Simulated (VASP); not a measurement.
Runs of VASP 6.6.1 on Ca2C. The structure is that of space group Fm-3m (No. 225), or close to it. The cells are those of the table. 

```tsv
cell	gap on the mesh (eV)	pressure (GPa)
a = 4.567 Å, angles 60.0°, 3 atoms	0.30	-3.6
a = 4.272 Å, angles 60.0°, 3 atoms	0.08	(a)
a = 4.349 Å, angles 60.0°, 3 atoms	0.14	4.2
a = 4.497 Å, angles 60.0°, 3 atoms	0.25	(b)
```

Alike in all rows: task single point; level PBE; potentials or basis VASP PAW PBE potentials, release 64 (C, Ca_sv); no spin polarisation; k mesh 4 × 4 × 4; cutoff (eV) 600; smearing gaussian 0.01 eV.

Fill in the values left out.

(a) 8.3; (b) -1.6.

Caveats: all runs use coarse meshes.

A k mesh can miss the band edges.
